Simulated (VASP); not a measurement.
# Ru5C in VASP: relaxation of the atoms with LDA

Aim: the relaxation of the atoms of Ru5C with LDA.

Program: VASP 6.6.1. These are calculated values, not measurements. Logs are shortened: lines on timing, memory, paths and dates and some standing lists are left out, and cuts for length are marked.

**1. The cell of the first run**

The cell holds a slab with vacuum, 6 atoms: a = 2.674 Å, b = 2.674 Å, c = 23.900 Å, α = 90.00°, β = 90.00°, γ = 120.00°.

**2. Relaxation of the atoms, LDA**

File INCAR:

```
PREC = Accurate
ENCUT = 520
EDIFF = 1E-7
ISMEAR = 0
SIGMA = 0.1
LREAL = F
LASPH = T
NELM = 120
ALGO = Normal
ISIF = 2
LWAVE = F
LCHARG = F
LDIPOL = T
IDIPOL = 3
DIPOL = 0.5 0.5 0.381
IBRION = 2
NSW = 36
EDIFFG = -0.025
GGA_COMPAT = F
NELMIN = 4
NELMDL = -8
```

File KPOINTS:

```
Automatic mesh
0
Gamma
  12 12 1
```

File POSCAR:

```
Ru5C
1.0
    2.6740588505      0.0000000000      0.0000000000
   -1.3370294252      2.3158028957      0.0000000000
    0.0000000000      0.0000000000     23.8999247755
Ru C
5 1
Selective dynamics
Direct
    0.6666666667      0.3333333333      0.1673645435  F F F
    0.3333333333      0.6666666667      0.2557907839  F F F
    0.6666666667      0.3333333333      0.3443582822  F F F
    0.3333333333      0.6666666667      0.4334512798  F F F
    0.6666666667      0.3333333333      0.5188269374  F F F
    1.3333333333      0.6666666667      0.5648521869  F F T
```

Potentials or basis: VASP PAW LDA potentials, release 64 (Ru_pv, C).

Command:

```console
$ cat potpaw_LDA.64/Ru_pv/POTCAR potpaw_LDA.64/C/POTCAR > POTCAR
$ mpirun -np 1 vasp_std > vasp.out
```

OUTCAR:

```text
PREC = Accurate
   ENCUT = 520
   EDIFF = 1E-7
   ISMEAR = 0
   LREAL = F
   LASPH = T
   NELM = 120
   ISIF = 2
   IBRION = 2
   NSW = 36
   EDIFFG = -0.025
   NELMIN = 4
   NELMDL = -8

 ion  position               nearest neighbor table
   1  0.667  0.333  0.167-   2 2.62   2 2.62   2 2.62
   2  0.333  0.667  0.256-   1 2.62   1 2.62   1 2.62   3 2.62   3 2.62   3 2.62
   3  0.667  0.333  0.344-   2 2.62   2 2.62   2 2.62   4 2.63   4 2.63   4 2.63
   4  0.333  0.667  0.433-   5 2.56   5 2.56   5 2.56   3 2.63   3 2.63   3 2.63
   5  0.667  0.333  0.519-   6 1.90   6 1.90   6 1.90   4 2.56   4 2.56   4 2.56
   6  0.333  0.667  0.565-   5 1.90   5 1.90   5 1.90

  LATTYP: Found a hexagonal cell.
 ALAT       =     2.6740588505
 C/A-ratio  =     8.9376958817

  Lattice vectors:

 A1 = (   2.6740588505,   0.0000000000,   0.0000000000)
 A2 = (  -1.3370294252,   2.3158028957,   0.0000000000)
 A3 = (   0.0000000000,   0.0000000000,  23.8999247755)

Analysis of symmetry for initial positions (statically):
=====================================================================
 Subroutine PRICEL returns:
 Original cell was already a primitive cell.

 Routine SETGRP: Setting up the symmetry group for a
 hexagonal supercell.

 Subroutine GETGRP returns: Found  6 space group operations
 (whereof  6 operations were pure point group operations)
 out of a pool of 24 trial point group operations.

The static configuration has the point symmetry C_3v.

Analysis of symmetry for dynamics (positions and initial velocities):
=====================================================================
 Subroutine PRICEL returns:
 Original cell was already a primitive cell.

 Routine SETGRP: Setting up the symmetry group for a
 hexagonal supercell.

 Subroutine GETGRP returns: Found  6 space group operations
 (whereof  6 operations were pure point group operations)
 out of a pool of 24 trial point group operations.

The dynamic configuration has the point symmetry C_3v.

Analysis of constrained symmetry for selective dynamics:
=====================================================================
 Subroutine PRICEL returns:
 Original cell was already a primitive cell.

 Routine SETGRP: Setting up the symmetry group for a
 hexagonal supercell.

 Subroutine GETGRP returns: Found  6 space group operations
 (whereof  6 operations were pure point group operations)
 out of a pool of 24 trial point group operations.

The constrained configuration has the point symmetry C_3v.

 Subroutine INISYM returns: Found  6 space group operations
 (whereof  6 operations are pure point group operations),
 and found     1 'primitive' translations

----------------------------------------------------------------------------------------

                                     Primitive cell

  volume of cell :     148.0025

  direct lattice vectors                    reciprocal lattice vectors
     2.674058850  0.000000000  0.000000000     0.373963348  0.215907840  0.000000000
    -1.337029425  2.315802896  0.000000000     0.000000000  0.431815679  0.000000000
     0.000000000  0.000000000 23.899924776     0.000000000  0.000000000  0.041841136

  length of vectors
     2.674058850  2.674058850 23.899924776     0.431815679  0.431815679  0.041841136

  position of ions in fractional coordinates (direct lattice)
     0.666666667  0.333333333  0.167364543
     0.333333333  0.666666667  0.255790784
     0.666666667  0.333333333  0.344358282
     0.333333333  0.666666667  0.433451280
     0.666666667  0.333333333  0.518826937
     0.333333333  0.666666667  0.564852187

  ion indices of the primitive-cell ions
   primitive index   ion index
                 1           1
                 2           2
                 3           3
                 4           4
                 5           5
                 6           6

----------------------------------------------------------------------------------------

 KPOINTS: Automatic mesh

Automatic generation of k-mesh.
 Grid dimensions read from file:
 generate k-points for:   12   12    1

 Generating k-lattice:

  Cartesian coordinates                     Fractional coordinates (reciprocal lattice)
     0.031163612  0.017992320  0.000000000     0.083333333  0.000000000  0.000000000
     0.000000000  0.035984640  0.000000000     0.000000000  0.083333333  0.000000000
     0.000000000  0.000000000  0.041841136     0.000000000  0.000000000  1.000000000

  Length of vectors
     0.035984640  0.035984640  0.041841136

  Shift w.r.t. Gamma in fractional coordinates (k-lattice)
     0.000000000  0.000000000  0.000000000

 Subroutine IBZKPT returns following result:
 ===========================================

 Found     19 irreducible k-points:

 Following reciprocal coordinates:
            Coordinates               Weight
  0.000000  0.000000  0.000000      1.000000
  0.083333  0.000000  0.000000      6.000000
  0.166667  0.000000  0.000000      6.000000
  0.250000  0.000000  0.000000      6.000000
  0.333333  0.000000  0.000000      6.000000
  0.416667  0.000000  0.000000      6.000000
[... 11 lines left out ...]
  0.333333  0.250000  0.000000     12.000000
  0.333333  0.333333  0.000000      2.000000
   k-points           NKPTS =     19   k-points in BZ     NKDIM =     19   number of bands    NBANDS=     44
   number of dos      NEDOS =    301   number of ions     NIONS =      6
   total plane-waves  NPLWV =  72000
   dimension x,y,z NGX =    20 NGY =   20 NGZ =  180
   dimension x,y,z NGXF=    40 NGYF=   40 NGZF=  360
   ions per type =               5   1
   NGX,Y,Z   is equivalent  to a cutoff of  12.43, 12.43, 12.52 a.u.
   NGXF,Y,Z  is equivalent  to a cutoff of  24.87, 24.87, 25.04 a.u.
 SYSTEM =  unknown system
   PREC   = accura    normal or accurate (medium, high low for compatibility)
   ISTART =      0    job   : 0-new  1-cont  2-samecut
   ICHARG =      2    charge: 1-file 2-atom 10-const
   ISPIN  =      1    spin polarized calculation?
   LNONCOLLINEAR =      F non collinear calculations
   LSORBIT =      F    spin-orbit coupling
   LASPH  =      T    aspherical Exc in radial PAW
   ENCUT  =  520.0 eV  38.22 Ry    6.18 a.u.   4.97  4.97 44.44*2*pi/ulx,y,z
   NELM   =    120;   NELMIN=  4; NELMDL= -8     # of ELM steps
   EDIFF  = 0.1E-06   stopping-criterion for ELM
   LREAL  =      F    real-space projection
   EDIFFG = -.3E-01   stopping-criterion for IOM
   NSW    =     36    number of steps for IOM
   IBRION =      2    ionic relax: 0-MD 1-quasi-New 2-CG
   NFREE  =      1    steps in history (QN), initial steepest desc. (CG)
   ISIF   =      2    stress and relaxation
   ISYM   =      2    0-nonsym 1-usesym 2-fastsym
   POTIM  = 0.5000    time-step for ionic-motion
   TEBEG  =    0.0;   TEEND  =   0.0 temperature during run
   PSTRESS=    0.0 pullay stress
   NELECT =      74.0000    total number of electrons
   NUPDOWN=      -1.0000    fix difference up-down
   EMIN   =  10.00;   EMAX   =-10.00  energy-range for DOS
   EFERMI =   0.00;   METHOD = LEGACY
   ISMEAR =     0;   SIGMA  =   0.10  broadening in eV -4-tet -1-fermi 0-gaus
   EFERMI_NEDOS =   21; number of points for ismear=-14 and -15
   IALGO  =     38    algorithm
   IMIX   =      4    mixing-type and parameters
     AMIX     =   0.40;   BMIX     =  1.00
     AMIX_MAG =   1.60;   BMIX_MAG =  1.00
  volume/ion in A,a.u.               =      24.67       166.46
  Fermi-wavevector in a.u.,A,eV,Ry     =   1.299359  2.455432 22.971164  1.688333
  Thomas-Fermi vector in A             =   2.430628
   LORBIT       =      0    0 simple, 1 ext, 2 COOP (PROOUT), +10 PAW based schemes
   GGA     = CA    functional components
   LHFCALC =     F    Hartree Fock is set to
   AEXX    =    0.0000 exact exchange contribution
   IVDW    =     0    specifies the selected vdW correction
   LEPSILON=     F    determine dielectric tensor
   LRPA    =     F    only Hartree local field effects (RPA)
 conjugate gradient relaxation of ions
 non-spin polarized calculation
 Gauss-broadening in eV      SIGMA  =   0.10
  energy-cutoff  :      520.00
  volume of cell :      148.00
 maximum number of plane-waves:      4053
 NGX is ok and might be reduce to    20
   NGX =  9   NGY =  9   NGZ = 89

 dipolmoment           0.000000      0.000000     -0.015688 electrons x Angstroem

--------------------------------------- Ionic step        1  -------------------------------------------

 number of electron      73.9999991 magnetization

 Free energy of the ion-electron system (eV)
  ---------------------------------------------------
  ext. energy  EPLUGINS =         0.00000000
  ---------------------------------------------------
  free energy    TOTEN  =       -59.14206598 eV

  energy without entropy =      -59.11752526  energy(sigma->0) =      -59.12979562

------------------------ aborting loop because EDIFF is reached ----------------------------------------

 vacuum level on the upper side and lower side of the slab       (xc-potential included)        -0.020        -0.220

  FORCE on cell =-STRESS in cart. coord.  units (eV):
  Direction    XX          YY          ZZ          XY          YZ          ZX
  --------------------------------------------------------------------------------------
  -------------------------------------------------------------------------------------
  Total        5.6905406      5.6905406      3.6008914      0.0000000      0.0000000     -0.0000000
  in kB       61.6020297     61.6020297     38.9808687      0.0000000      0.0000000     -0.0000000
  external PRESSURE =      54.0616427 kB  Pullay stress =       0.0000000 kB
[... 67 lines left out ...]
--------------------------------------- Ionic step        3  -------------------------------------------

 number of electron      73.9999991 magnetization

 dipolmoment           0.000000      0.000000      0.011756 electrons x Angstroem

 Free energy of the ion-electron system (eV)
  ---------------------------------------------------
  ext. energy  EPLUGINS =         0.00000000
  ---------------------------------------------------
  free energy    TOTEN  =       -59.16805311 eV

  energy without entropy =      -59.14530003  energy(sigma->0) =      -59.15667657

 E-fermi :   3.3614     XC(G=0):  -7.7338

 val. band max:        3.3454803442   @ k =   0.1667   0.1667   0.0000
 cond. band min:       3.3729156008   @ k =   0.2500   0.0000   0.0000
 fundamental gap:      0.0274352566
 Fermi energy:         3.3614237216

 k-point     1 :       0.0000    0.0000    0.0000
  band No.  band energies     occupation
      1     -40.5750      2.00000
      2     -40.1116      2.00000
      3     -39.8512      2.00000
      4     -39.8512      2.00000
      5     -39.6960      2.00000
      6     -39.2682      2.00000
[... 882 lines left out ...]
     43       6.5683      0.00000
     44       8.7030      0.00000

------------------------ aborting loop because EDIFF is reached ----------------------------------------

 vacuum level on the upper side and lower side of the slab       (xc-potential included)         0.151        -0.275

  FORCE on cell =-STRESS in cart. coord.  units (eV):
  Direction    XX          YY          ZZ          XY          YZ          ZX
  --------------------------------------------------------------------------------------
  -------------------------------------------------------------------------------------
  Total        4.3443426      4.3443426      2.3293439      0.0000000      0.0000000      0.0000000
  in kB       47.0289799     47.0289799     25.2159364      0.0000000      0.0000000      0.0000000
  external PRESSURE =      39.7579654 kB  Pullay stress =       0.0000000 kB
[... 21 lines left out ...]
  FREE ENERGIE OF THE ION-ELECTRON SYSTEM (eV)
  ---------------------------------------------------
  free  energy   TOTEN  =       -59.1680531091 eV

  energy  without entropy=      -59.1453000265  energy(sigma->0) =      -59.15667657

 reached required accuracy - stopping structural energy minimisation

 vacuum level on the upper side and lower side of the slab         9.263         8.837
```

Wall time 13 min (1 thread of Intel Xeon Platinum 8375C at 2.90GHz (Ice Lake), shared host); peak memory 0.26 GiB.

What came out:

```yaml
Free_energy: -59.1681 eV
Energy_gained_by_relaxing: 4.3 meV/atom
Ionic_steps: 3
Band_gap_on_the_k_mesh: zero (bands 37 and 38 overlap by 2.56 eV)
```

Step by step:
| step | energy change (eV) | largest force on free atoms (eV/Å) | pressure (GPa) |
| --- | --- | --- | --- |
| 1 | 0.0000 | 0.9595 | 5.41 |
| 2 | -0.0253 | 0.1479 | 4.20 |
| 3 | -0.0260 | 0.0004 | 3.98 |

Final structure:
```xyz
6
Lattice="2.6741 0.0000 0.0000 -1.3370 2.3158 0.0000 0.0000 0.0000 23.8999" Properties=species:S:1:pos:R:3 pbc="T T T"
Ru    1.3370    0.7719    4.0000
Ru    0.0000    1.5439    6.1134
Ru    1.3370    0.7719    8.2301
Ru    0.0000    1.5439   10.3595
Ru    1.3370    0.7719   12.3999
C     0.0000    1.5439   13.5552
```

Levels at points of the mesh, in eV from the Fermi level:
| k point | band 33 | band 34 | band 35 | band 36 | band 37 | band 38 | band 39 | band 40 |
| --- | --- | --- | --- | --- | --- | --- | --- | --- |
| (0.00, 0.00, 0.00) | -2.06 | -2.06 | -1.90 | -1.90 | -0.78 | -0.71 | -0.71 | 0.28 |
| (0.50, 0.00, 0.00) | -0.22 | -0.20 | 0.35 | 0.75 | 1.42 | 1.46 | 1.55 | 1.70 |

The gap in the log of VASP goes by the Fermi energy; the results here count the filled bands.